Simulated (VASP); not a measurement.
# Rh (Fm-3m) in VASP: notebook, part 2 of 2

VASP 6.6.1. The steps go on from the part before.

## Step 3: Single point, HSE06

This run uses another cell than the first one, of 14.61 Å³/atom.

The input, POSCAR:

```
Rh
1.0
    0.0000000000      1.9402002583      1.9402002583
    1.9402002583      0.0000000000      1.9402002583
    1.9402002583      1.9402002583      0.0000000000
Rh
1
Direct
    0.0000000000      0.0000000000      0.0000000000
```

The input, INCAR.step1:

```
SYSTEM = Rh
ALGO = Normal ; EDIFF = 1E-5
ENCUT = 460 ; GGA = PE
GGA_COMPAT = .False. ; ISIF = 2
ISMEAR = -1 ; LASPH = .True.
LCHARG = .False. ; LREAL = .False.
LWAVE = .True. ; NBANDS = 14
NELM = 120 ; PREC = Accurate
SIGMA = 0.1
```

The input, INCAR.step2:

```
SYSTEM = Rh
ALGO = Normal ; EDIFF = 1E-6
ENCUT = 460 ; GGA = PE
GGA_COMPAT = .False. ; HFSCREEN = 0.2079
ISIF = 2 ; ISMEAR = -1
ISTART = 1 ; LASPH = .True.
LCHARG = .False. ; LHFCALC = .True.
LREAL = .False. ; LWAVE = .False.
NBANDS = 14 ; NELM = 120
PREC = Accurate ; PRECFOCK = Normal
SIGMA = 0.1
```

The input, KPOINTS:

```
k-points
0
Gamma
  6 6 6
  0 0 0
```

Potentials or basis: VASP PAW PBE potentials, release 64 (Rh_sv_GW).

Command:

```bash
cat potpaw_PBE.64/Rh_sv_GW/POTCAR > POTCAR
cp INCAR.step1 INCAR
mpirun -np 1 vasp_std > vasp.out
cp INCAR.step2 INCAR
mpirun -np 1 vasp_std > vasp.out
```

OUTCAR:

```text
SYSTEM = Rh
   EDIFF = 1E-6
   ENCUT = 460
   GGA = PE
   HFSCREEN = 0.2079
   ISIF = 2
   ISMEAR = -1
   ISTART = 1
   LASPH = .True.
   LHFCALC = .True.
   LREAL = .False.
   NELM = 120
   PREC = Accurate
   PRECFOCK = Normal

 ion  position               nearest neighbor table
   1  0.000  0.000  0.000-

  LATTYP: Found a face centered cubic cell.
 ALAT       =     3.8804005166

  Lattice vectors:

 A1 = (   0.0000000000,   1.9402002583,   1.9402002583)
 A2 = (   1.9402002583,   0.0000000000,   1.9402002583)
 A3 = (   1.9402002583,   1.9402002583,   0.0000000000)

Analysis of symmetry for initial positions (statically):
=====================================================================
 Subroutine PRICEL returns:
 Original cell was already a primitive cell.

 Routine SETGRP: Setting up the symmetry group for a
 face centered cubic supercell.

 Subroutine GETGRP returns: Found 48 space group operations
 (whereof 48 operations were pure point group operations)
 out of a pool of 48 trial point group operations.

The static configuration has the point symmetry O_h .
[... 165 lines left out ...]
  band No.  band energies     occupation
      1     -73.7672      2.00000
      2     -39.8413      2.00000
      3     -39.8413      2.00000
      4     -39.8413      2.00000
      5       1.2229      2.00000
      6       6.0868      2.00000
      7       6.0868      2.00000
      8       6.0868      2.00000
      9       7.9202      2.00000
     10       7.9202      2.00000
     11      26.3649      0.00000
     12      31.6240      0.00000
     13      31.6240      0.00000
     14      31.6240      0.00000
[... 241 lines left out ...]
      1     -73.6303      2.00000
      2     -40.4229      2.00000
      3     -40.2177      2.00000
      4     -40.1193      2.00000
      5       3.5407      2.00000
      6       4.1670      2.00000
      7       7.1064      2.00000
      8       8.3436      1.99972
      9      10.6290      0.00000
     10      17.2979      0.00000
     11      21.5760      0.00000
     12      21.7727      0.00000
     13      22.8415      0.00000
     14      34.2993      0.00000

------------------------ aborting loop because EDIFF is reached ----------------------------------------

  FORCE on cell =-STRESS in cart. coord.  units (eV):
  Direction    XX          YY          ZZ          XY          YZ          ZX
  --------------------------------------------------------------------------------------
  -------------------------------------------------------------------------------------
  Total       -1.8485511     -1.8485511     -1.8485511     -0.0000000     -0.0000000      0.0000000
  in kB     -202.7553777   -202.7553777   -202.7553777     -0.0000000     -0.0000000      0.0000000
  external PRESSURE =    -202.7553777 kB  Pullay stress =       0.0000000 kB

 VOLUME and BASIS-vectors are now :
 -----------------------------------------------------------------------------
  energy-cutoff  :      460.00
  volume of cell :       14.61
      direct lattice vectors                 reciprocal lattice vectors
     0.000000000  1.940200258  1.940200258    -0.257705357  0.257705357  0.257705357
     1.940200258  0.000000000  1.940200258     0.257705357 -0.257705357  0.257705357
     1.940200258  1.940200258  0.000000000     0.257705357  0.257705357 -0.257705357

 POSITION                                       TOTAL-FORCE (eV/Angst)
 -----------------------------------------------------------------------------------
      0.00000      0.00000      0.00000         0.000000      0.000000      0.000000
 -----------------------------------------------------------------------------------
    total drift:                               -0.000000     -0.000001     -0.000001

  FREE ENERGIE OF THE ION-ELECTRON SYSTEM (eV)
  ---------------------------------------------------
  free  energy   TOTEN  =        -6.2683324933 eV

  energy  without entropy=       -6.2062268632  energy(sigma->0) =       -6.23727968
```

OSZICAR.step1:

```text
N       E                     dE             d eps       ncg     rms          rms(c)
DAV:   1     0.222897560800E+03    0.22290E+03   -0.93645E+03   462   0.139E+03
DAV:   2     0.314305064352E+01   -0.21975E+03   -0.20206E+03   448   0.616E+02
DAV:   3    -0.726086258892E+01   -0.10404E+02   -0.10089E+02   658   0.123E+02
DAV:   4    -0.750597082862E+01   -0.24511E+00   -0.24504E+00   496   0.218E+01
DAV:   5    -0.752007867330E+01   -0.14108E-01   -0.14107E-01   740   0.472E+00    0.528E+01
DAV:   6    -0.638337368334E+01    0.11367E+01   -0.24322E+00   690   0.346E+01    0.201E+01
DAV:   7    -0.635218881673E+01    0.31185E-01   -0.45995E-02   552   0.316E+00    0.791E+00
DAV:   8    -0.634753927751E+01    0.46495E-02   -0.11840E-02   580   0.269E+00    0.204E-01
DAV:   9    -0.634757437975E+01   -0.35102E-04   -0.32915E-04   614   0.261E-01    0.882E-02
DAV:  10    -0.634756980888E+01    0.45709E-05   -0.22720E-05   486   0.696E-02
   1 F= -.63475698E+01 E0= -.63149471E+01  d E =-.652453E-01
```

Run time: 8.1 min. Hardware: 1 thread of Intel Xeon 6975P-C (Granite Rapids), shared host; peak memory 0.24 GiB.

What came out:

* Free energy: -6.2683 eV
* Pressure: -20.3 GPa
* Band gap on the k mesh: zero (an odd number of electrons rules out a gap without spin polarisation)

Levels at points of the mesh, in eV from the Fermi level:
```csv
k point,band 5,band 6,band 7,band 8,band 9,band 10,band 11,band 12
"(0.00, 0.00, 0.00)",-8.01,-3.14,-3.14,-3.14,-1.31,-1.31,17.14,22.39
"(0.50, 0.00, 0.00)",-6.23,-3.40,-3.40,0.79,0.79,1.27,9.48,16.65
"(0.50, 0.50, 0.00)",-6.59,-6.08,0.36,1.37,1.37,3.89,13.03,14.29
```

Caveat: the k points lie up to 0.47 Å⁻¹ apart, too coarse for converged energies and pressures of a metal; the PAW data sets were made with another functional, which shifts forces and pressure a little.

## Step 4: Single point, HSE06

The input, POSCAR:

```
Rh
1.0
    0.0000000000      1.9213621730      1.9213621730
    1.9213621730      0.0000000000      1.9213621730
    1.9213621730      1.9213621730      0.0000000000
Rh
1
Direct
    0.0000000000      0.0000000000      0.0000000000
```

The input, INCAR.step1:

```
PREC = Accurate ; ENCUT = 460
EDIFF = 1E-5 ; ISMEAR = -1
SIGMA = 0.1 ; LREAL = F
LASPH = T ; NELM = 120
ALGO = Normal ; ISIF = 2
LWAVE = T ; LCHARG = F
NBANDS = 14 ; GGA = PE
GGA_COMPAT = F
```

The input, INCAR.step2:

```
PREC = Accurate ; ENCUT = 460
EDIFF = 1E-6 ; ISMEAR = -1
SIGMA = 0.1 ; LREAL = F
LASPH = T ; NELM = 120
ALGO = Normal ; ISIF = 2
LWAVE = F ; LCHARG = F
GGA = PE ; LHFCALC = T
HFSCREEN = 0.2079 ; PRECFOCK = Normal
NBANDS = 14 ; ISTART = 1
GGA_COMPAT = F
```

The input, KPOINTS:

```
regular mesh
0
Gamma
  6 6 6
```

Command:

```bash
cat potpaw_PBE.64/Rh_sv_GW/POTCAR > POTCAR
cp INCAR.step1 INCAR
mpirun -np 1 vasp_std > vasp.out
cp INCAR.step2 INCAR
mpirun -np 1 vasp_std > vasp.out
```

It took 11 min on 1 thread of AMD EPYC 9R45 (Zen 5), shared host; peak memory 0.21 GiB.

It converged, with:

```
Free energy            : -6.3064 eV
Pressure               : -14.4 GPa
Band gap on the k mesh : zero (an odd number of electrons rules out a gap without spin polarisation)
```

Levels at points of the mesh, in eV from the Fermi level:
| k point | band 4 | band 5 | band 6 | band 7 | band 8 | band 9 | band 10 | band 11 | band 12 | band 13 |
| --- | --- | --- | --- | --- | --- | --- | --- | --- | --- | --- |
| (0.00, 0.00, 0.00) | -49.12 | -8.23 | -3.29 | -3.29 | -3.29 | -1.34 | -1.34 | 17.14 | 22.55 | 22.55 |
| (0.50, 0.00, 0.00) | -49.24 | -6.48 | -3.54 | -3.54 | 0.84 | 0.84 | 1.23 | 9.78 | 16.66 | 22.42 |
| (0.50, 0.50, 0.00) | -49.42 | -6.85 | -6.35 | 0.42 | 1.43 | 1.43 | 3.93 | 13.41 | 14.47 | 14.47 |

Caveat: the k points lie up to 0.47 Å⁻¹ apart, too coarse for converged energies and pressures of a metal; the PAW data sets were made with another functional, which shifts forces and pressure a little.
